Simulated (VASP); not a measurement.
# KBr in VASP: settings compared, part 2 of 2

VASP 6.6.1. Earlier steps stand in the parts before.

### 3 Single point, PBE (uniaxial y strain -3.7%)

File INCAR:

```
SYSTEM = KBr
PREC     = Accurate       ! precision mode
ENCUT    = 520            ! plane-wave cutoff, eV
EDIFF    = 1E-6           ! SCF threshold, eV
ISMEAR   = -1             ! smearing method
SIGMA    = 0.02           ! smearing width, eV
LREAL    = .False.        ! projectors in reciprocal space
LASPH    = .True.         ! aspherical terms in the spheres
NELM     = 100            ! most SCF steps
ALGO     = Normal         ! electronic algorithm
ISIF     = 2              ! what is computed and relaxed
LWAVE    = .False.        ! write WAVECAR
LCHARG   = .False.        ! write CHGCAR
GGA      = PE             ! functional
NBANDS   = 15             ! bands
```

File KPOINTS:

```
Automatic mesh
0
Gamma
  6 6 6
  0 0 0
```

File POSCAR:

```
KBr
1.0
    3.9758690661      0.0000000000      0.0000000000
    0.0000000000      3.8275691499      0.0000000000
    0.0000000000      0.0000000000      3.9758690661
K Br
1 1
Direct
    0.0000000000      0.0000000000      0.0000000000
    0.5000000000      0.5000000000      0.5000000000
```

Potentials or basis: VASP PAW PBE potentials, release 64 (K_sv, Br).

On the command line:

```sh
$ cat potpaw_PBE.64/K_sv/POTCAR potpaw_PBE.64/Br/POTCAR > POTCAR
$ mpirun -np 1 vasp_std > vasp.out
```

OUTCAR:

```text
SYSTEM = KBr
   PREC = Accurate
   ENCUT = 520
   EDIFF = 1E-6
   ISMEAR = -1
   LREAL = .False.
   LASPH = .True.
   NELM = 100
   ISIF = 2
   GGA = PE

 ion  position               nearest neighbor table
   1  0.000  0.000  0.000-
   2  0.500  0.500  0.500-

  LATTYP: Found a simple tetragonal cell.
 ALAT       =     3.9758690661
 C/A-ratio  =     0.9627000000

  Lattice vectors:

 A1 = (  -3.9758690661,   0.0000000000,   0.0000000000)
 A2 = (   0.0000000000,   0.0000000000,   3.9758690661)
 A3 = (   0.0000000000,   3.8275691499,   0.0000000000)

Analysis of symmetry for initial positions (statically):
=====================================================================
 Subroutine PRICEL returns:
 Original cell was already a primitive cell.

 Routine SETGRP: Setting up the symmetry group for a
 simple tetragonal supercell.

 Subroutine GETGRP returns: Found 16 space group operations
 (whereof 16 operations were pure point group operations)
 out of a pool of 16 trial point group operations.

[... 165 lines left out ...]
 cond. band min:       3.8365038312   @ k =   0.0000   0.0000   0.0000
 fundamental gap:      3.9948350001
 Fermi energy:         0.3409458128

 k-point     1 :       0.0000    0.0000    0.0000
  band No.  band energies     occupation
      1     -28.8630      2.00000
      2     -13.2671      2.00000
      3     -12.2837      2.00000
      4     -12.2837      2.00000
      5     -12.2689      2.00000
      6      -0.6708      2.00000
      7      -0.6708      2.00000
      8      -0.4149      2.00000
      9       3.8365      0.00000
     10       5.3449      0.00000
     11       5.5324      0.00000
     12       9.3547      0.00000
     13       9.6310      0.00000
     14       9.6310      0.00000
[... 401 lines left out ...]
      2     -13.1374      2.00000
      3     -12.4210      2.00000
      4     -12.3008      2.00000
      5     -12.2281      2.00000
      6      -1.7738      2.00000
      7      -1.6205      2.00000
      8      -0.9286      2.00000
      9       6.1683      0.00000
     10       7.0506      0.00000
     11       7.6460      0.00000
     12       7.7974      0.00000
     13       8.9154      0.00000
     14       9.3082      0.00000
     15      11.3524      0.00000

 [... further k-points ...]
[... 5 lines left out ...]
  --------------------------------------------------------------------------------------
  -------------------------------------------------------------------------------------
  Total        0.4504333      1.0358437      0.4504333     -0.0000000     -0.0000000      0.0000000
  in kB       11.9276231     27.4294837     11.9276231     -0.0000000     -0.0000000      0.0000000
  external PRESSURE =      17.0949099 kB  Pullay stress =       0.0000000 kB

 VOLUME and BASIS-vectors are now :
 -----------------------------------------------------------------------------
  energy-cutoff  :      520.00
  volume of cell :       60.50
      direct lattice vectors                 reciprocal lattice vectors
     3.975869066  0.000000000  0.000000000     0.251517337  0.000000000  0.000000000
     0.000000000  3.827569150  0.000000000     0.000000000  0.261262426  0.000000000
     0.000000000  0.000000000  3.975869066     0.000000000  0.000000000  0.251517337

 POSITION                                       TOTAL-FORCE (eV/Angst)
 -----------------------------------------------------------------------------------
      0.00000      0.00000      0.00000         0.000000      0.000000      0.000000
      1.98793      1.91378      1.98793         0.000000      0.000000      0.000000
 -----------------------------------------------------------------------------------
    total drift:                                0.000000     -0.000000     -0.000000

  FREE ENERGIE OF THE ION-ELECTRON SYSTEM (eV)
  ---------------------------------------------------
  free  energy   TOTEN  =        -6.0435879930 eV

  energy  without entropy=       -6.0435879930  energy(sigma->0) =       -6.04358799
```

OSZICAR:

```text
N       E                     dE             d eps       ncg     rms          rms(c)
DAV:   1     0.102344588778E+03    0.10234E+03   -0.70587E+03  1200   0.953E+02
DAV:   2    -0.482547922305E+00   -0.10283E+03   -0.95135E+02  1558   0.240E+02
DAV:   3    -0.604529506310E+01   -0.55627E+01   -0.55361E+01  1627   0.484E+01
DAV:   4    -0.622873942350E+01   -0.18344E+00   -0.18339E+00  1770   0.796E+00
DAV:   5    -0.623008569103E+01   -0.13463E-02   -0.13462E-02  1641   0.769E-01    0.298E+00
DAV:   6    -0.606754613802E+01    0.16254E+00   -0.13926E-01  1480   0.224E+00    0.224E+00
DAV:   7    -0.604060587048E+01    0.26940E-01   -0.87426E-02  1536   0.194E+00    0.103E+00
DAV:   8    -0.604326881502E+01   -0.26629E-02   -0.13117E-02  1555   0.854E-01    0.105E-01
DAV:   9    -0.604345016796E+01   -0.18135E-03   -0.33725E-04  1642   0.148E-01    0.751E-02
DAV:  10    -0.604358510862E+01   -0.13494E-03   -0.17133E-04  1333   0.940E-02    0.117E-02
DAV:  11    -0.604358813025E+01   -0.30216E-05   -0.99562E-06  1621   0.232E-02    0.539E-03
DAV:  12    -0.604358799299E+01    0.13726E-06   -0.17362E-06  1336   0.108E-02
   1 F= -.60435880E+01 E0= -.60435880E+01  d E =-.819943E-13
```

Wall time 30 s (1 thread of Intel Xeon Platinum 8488C (Sapphire Rapids), shared host); peak memory 0.17 GiB.

Results:

```yaml
Free_energy: -6.0436 eV
Pressure: 1.7 GPa
Band_gap_on_the_k_mesh: 3.99 eV, indirect (least direct gap 4.25 eV)
```

Caveat: the cell differs from its parent crystal (uniaxial y strain -3.7%). A k mesh can miss the band edges.

### 4 Single point, PBE (uniaxial z strain +2.0%)

File INCAR:

```
SYSTEM = KBr
PREC = Accurate
ENCUT = 520
EDIFF = 1E-6
ISMEAR = -1
SIGMA = 0.02
LREAL = .FALSE.
LASPH = .TRUE.
NELM = 60
ALGO = Normal
ISIF = 2
LWAVE = .FALSE.
LCHARG = .TRUE.
GGA = PE
LELF = .TRUE.
LVHAR = .TRUE.
NBANDS = 15
```

File KPOINTS:

```
regular mesh
0
G
  6 6 6
  0 0 0
```

File POSCAR:

```
KBr
1.0
    3.9758690661      0.0000000000      0.0000000000
    0.0000000000      3.9758690661      0.0000000000
    0.0000000000      0.0000000000      4.0561816212
K Br
1 1
Direct
    0.0000000000      0.0000000000      0.0000000000
    0.5000000000      0.5000000000      0.5000000000
```

Potentials or basis: VASP PAW PBE potentials, release 64 (K_sv, Br).

On the command line:

```sh
$ cat potpaw_PBE.64/K_sv/POTCAR potpaw_PBE.64/Br/POTCAR > POTCAR
$ mpirun -np 1 vasp_std > vasp.out
```

OUTCAR:

```text
SYSTEM = KBr
   PREC = Accurate
   ENCUT = 520
   EDIFF = 1E-6
   ISMEAR = -1
   LREAL = .FALSE.
   LASPH = .TRUE.
   NELM = 60
   ISIF = 2
   GGA = PE

 ion  position               nearest neighbor table
   1  0.000  0.000  0.000-
   2  0.500  0.500  0.500-

  LATTYP: Found a simple tetragonal cell.
 ALAT       =     3.9758690661
 C/A-ratio  =     1.0202000000

  Lattice vectors:

 A1 = (   3.9758690661,   0.0000000000,   0.0000000000)
 A2 = (   0.0000000000,   3.9758690661,   0.0000000000)
 A3 = (   0.0000000000,   0.0000000000,   4.0561816212)

Analysis of symmetry for initial positions (statically):
=====================================================================
 Subroutine PRICEL returns:
 Original cell was already a primitive cell.

 Routine SETGRP: Setting up the symmetry group for a
 simple tetragonal supercell.

 Subroutine GETGRP returns: Found 16 space group operations
 (whereof 16 operations were pure point group operations)
 out of a pool of 16 trial point group operations.

The static configuration has the point symmetry D_4h.

Analysis of symmetry for dynamics (positions and initial velocities):
=====================================================================
 Subroutine PRICEL returns:
 Original cell was already a primitive cell.

 Routine SETGRP: Setting up the symmetry group for a
 simple tetragonal supercell.

 Subroutine GETGRP returns: Found 16 space group operations
 (whereof 16 operations were pure point group operations)
 out of a pool of 16 trial point group operations.

The dynamic configuration has the point symmetry D_4h.

 Subroutine INISYM returns: Found 16 space group operations
 (whereof 16 operations are pure point group operations),
 and found     1 'primitive' translations

[... 116 lines left out ...]
  Fermi-wavevector in a.u.,A,eV,Ry     =   1.030673  1.947690 14.453295  1.062287
  Thomas-Fermi vector in A             =   2.164783
   LORBIT       =      0    0 simple, 1 ext, 2 COOP (PROOUT), +10 PAW based schemes
   GGA     = PE    functional components
   LHFCALC =     F    Hartree Fock is set to
   AEXX    =    0.0000 exact exchange contribution
   IVDW    =     0    specifies the selected vdW correction
   LEPSILON=     F    determine dielectric tensor
   LRPA    =     F    only Hartree local field effects (RPA)
 non-spin polarized calculation
  energy-cutoff  :      520.00
  volume of cell :       64.12
 maximum number of plane-waves:      1771
 NGX is ok and might be reduce to    30
   NGX = 15   NGY = 15   NGZ = 15

 number of electron      15.9999997 magnetization

 Free energy of the ion-electron system (eV)
  ---------------------------------------------------
  ext. energy  EPLUGINS =         0.00000000
  ---------------------------------------------------
  free energy    TOTEN  =        -6.07328317 eV

  energy without entropy =       -6.07328317  energy(sigma->0) =       -6.07328317

 E-fermi :  -0.0541     XC(G=0):  -7.9531

 val. band max:       -0.5755318053   @ k =   0.5000   0.0000   0.5000
 cond. band min:       3.3449673326   @ k =   0.0000   0.0000   0.0000
 fundamental gap:      3.9204991379
 Fermi energy:        -0.0540542961

 k-point     1 :       0.0000    0.0000    0.0000
  band No.  band energies     occupation
      1     -29.2378      2.00000
      2     -13.4473      2.00000
      3     -12.6622      2.00000
      4     -12.6585      2.00000
      5     -12.6585      2.00000
      6      -0.9593      2.00000
      7      -0.8380      2.00000
      8      -0.8380      2.00000
      9       3.3450      0.00000
     10       5.1700      0.00000
     11       5.2497      0.00000
     12       9.0689      0.00000
     13       9.0689      0.00000
     14       9.1965      0.00000
[... 401 lines left out ...]
      2     -13.3483      2.00000
      3     -12.7590      2.00000
      4     -12.6846      2.00000
      5     -12.6256      2.00000
      6      -2.2327      2.00000
      7      -1.7937      2.00000
      8      -0.6355      2.00000
      9       5.0560      0.00000
     10       6.0782      0.00000
     11       7.8228      0.00000
     12       7.8276      0.00000
     13       8.4915      0.00000
     14       9.3203      0.00000
     15      10.4244      0.00000

 [... further k-points ...]
[... 5 lines left out ...]
  --------------------------------------------------------------------------------------
  -------------------------------------------------------------------------------------
  Total        0.3006992      0.3006992      0.0061322      0.0000000      0.0000000      0.0000000
  in kB        7.5138292      7.5138292      0.1532310      0.0000000      0.0000000      0.0000000
  external PRESSURE =       5.0602965 kB  Pullay stress =       0.0000000 kB

 VOLUME and BASIS-vectors are now :
 -----------------------------------------------------------------------------
  energy-cutoff  :      520.00
  volume of cell :       64.12
      direct lattice vectors                 reciprocal lattice vectors
     3.975869066  0.000000000  0.000000000     0.251517337  0.000000000  0.000000000
     0.000000000  3.975869066  0.000000000     0.000000000  0.251517337  0.000000000
     0.000000000  0.000000000  4.056181621     0.000000000  0.000000000  0.246537284

 POSITION                                       TOTAL-FORCE (eV/Angst)
 -----------------------------------------------------------------------------------
      0.00000      0.00000      0.00000         0.000000      0.000000      0.000000
      1.98793      1.98793      2.02809         0.000000      0.000000      0.000000
 -----------------------------------------------------------------------------------
    total drift:                                0.000000      0.000000     -0.000000

  FREE ENERGIE OF THE ION-ELECTRON SYSTEM (eV)
  ---------------------------------------------------
  free  energy   TOTEN  =        -6.0732831668 eV

  energy  without entropy=       -6.0732831668  energy(sigma->0) =       -6.07328317
```

stdout:

```text
POSCAR found type information on POSCAR K Br
 POSCAR found :  2 types and       2 ions
 scaLAPACK will be used
 LDA part: xc-table for (Slater+PW92), standard interpolation
 POSCAR, INCAR and KPOINTS ok, starting setup
 FFT: planning ... GRIDC
 FFT: planning ... GRID_SOFT
 FFT: planning ... GRID
 WAVECAR not read
 entering main loop
```

Run time: 36 s. Hardware: 1 thread of Intel Xeon Platinum 8488C (Sapphire Rapids), shared host; peak memory 0.18 GiB.

What came out:

```yaml
Free_energy: -6.0733 eV
Pressure: 0.5 GPa
Band_gap_on_the_k_mesh: 3.92 eV, indirect (least direct gap 4.18 eV)
```

Stress tensor (GPa, compression positive):
```
0.75 0.00 0.00
0.00 0.75 0.00
0.00 0.00 0.02
```

Levels at points of the mesh, in eV from the valence-band top:
| k point | band 4 | band 5 | band 6 | band 7 | band 8 | band 9 | band 10 | band 11 | band 12 | band 13 |
| --- | --- | --- | --- | --- | --- | --- | --- | --- | --- | --- |
| (0.00, 0.00, 0.00) | -12.08 | -12.08 | -0.38 | -0.26 | -0.26 | 3.92 | 5.75 | 5.83 | 9.64 | 9.64 |
| (0.50, 0.00, 0.00) | -12.06 | -11.88 | -2.07 | -0.36 | -0.23 | 6.56 | 7.15 | 7.83 | 8.88 | 9.67 |
| (0.50, 0.50, 0.00) | -12.25 | -12.05 | -1.47 | -1.47 | -0.10 | 5.23 | 6.39 | 7.92 | 7.92 | 10.47 |
| (0.00, 0.00, 0.50) | -12.06 | -11.86 | -2.06 | -0.25 | -0.25 | 6.57 | 7.12 | 7.71 | 8.90 | 9.79 |
| (0.50, 0.00, 0.50) | -12.22 | -12.05 | -1.50 | -1.45 | 0.00 | 5.18 | 6.54 | 8.06 | 8.12 | 10.40 |
| (0.50, 0.50, 0.50) | -12.21 | -12.18 | -1.54 | -1.54 | -1.50 | 7.41 | 7.45 | 7.45 | 9.37 | 9.52 |

Caveat: the cell differs from its parent crystal (uniaxial z strain +2.0%). A k mesh can miss the band edges.

### 5 Single point, PBE (uniaxial x strain +1.9%)

File INCAR:

```
PREC     = Accurate       # precision mode
ENCUT    = 520            # plane-wave cutoff, eV
EDIFF    = 1E-6           # SCF threshold, eV
ISMEAR   = -1             # smearing method
SIGMA    = 0.02           # smearing width, eV
LREAL    = F              # projectors in reciprocal space
LASPH    = T              # aspherical terms in the spheres
NELM     = 80             # most SCF steps
ALGO     = Normal         # electronic algorithm
ISIF     = 2              # what is computed and relaxed
LWAVE    = F              # write WAVECAR
LCHARG   = F              # write CHGCAR
GGA      = PE             # functional
NBANDS   = 15             # bands
```

File KPOINTS:

```
Automatic mesh
0
Gamma
  6 6 6
```

File POSCAR:

```
KBr
1.0
    4.0526033391      0.0000000000      0.0000000000
    0.0000000000      3.9758690661      0.0000000000
    0.0000000000      0.0000000000      3.9758690661
K Br
1 1
Direct
    0.0000000000      0.0000000000      0.0000000000
    0.5000000000      0.5000000000      0.5000000000
```

On the command line:

```sh
$ cat potpaw_PBE.64/K_sv/POTCAR potpaw_PBE.64/Br/POTCAR > POTCAR
$ mpirun -np 1 vasp_std > vasp.out
```

Wall time 32 s (1 thread of Intel Xeon Platinum 8488C (Sapphire Rapids), shared host); peak memory 0.18 GiB.

Results (log left out):

```yaml
Free_energy: -6.0733 eV
Pressure: 0.5 GPa
Band_gap_on_the_k_mesh: 3.93 eV, indirect (least direct gap 4.19 eV)
```

Stress tensor (GPa, compression positive):
```
0.05 0.00 0.00
0.00 0.76 0.00
0.00 0.00 0.76
```

Levels at points of the mesh, in eV from the valence-band top:
```
           k point  band 6  band 7  band 8  band 9  band 10  band 11
(0.00, 0.00, 0.00)   -0.38   -0.26   -0.26    3.93     5.75     5.82
(0.50, 0.00, 0.00)   -2.06   -0.25   -0.25    6.57     7.12     7.72
(0.00, 0.50, 0.00)   -2.07   -0.35   -0.23    6.56     7.15     7.84
(0.50, 0.50, 0.00)   -1.50   -1.45    0.00    5.18     6.54     8.06
(0.00, 0.50, 0.50)   -1.47   -1.47   -0.09    5.23     6.40     7.92
(0.50, 0.50, 0.50)   -1.54   -1.54   -1.50    7.41     7.45     7.45
```

Caveat: the cell differs from its parent crystal (uniaxial x strain +1.9%). A k mesh can miss the band edges.

### 6 The runs side by side

| level | cell | smearing | gap on the mesh (eV) | pressure (GPa) |
| --- | --- | --- | --- | --- |
| r2SCAN | a = 3.976 Å, 2 atoms | gaussian 0.01 eV | 4.77 | 0.0 |
| PBE | a = 3.976, b = 3.828 Å, 2 atoms | fermi-dirac 0.02 eV | 3.99 | 1.7 |
| PBE | a = 3.976, b = 3.976, c = 4.056 Å, 2 atoms | fermi-dirac 0.02 eV | 3.92 | 0.5 |
| PBE | a = 4.053, b = 3.976, c = 3.976 Å, 2 atoms | fermi-dirac 0.02 eV | 3.93 | 0.5 |

Alike in all rows: task single point; potentials or basis VASP PAW PBE potentials, release 64 (K_sv, Br); no spin polarisation; k mesh 6 × 6 × 6; cutoff (eV) 520.

Caveats: the PAW data sets were made with another functional, which shifts forces and pressure a little (some runs).

Total energies depend on the potentials used, so only differences within one code and one set of settings carry meaning.
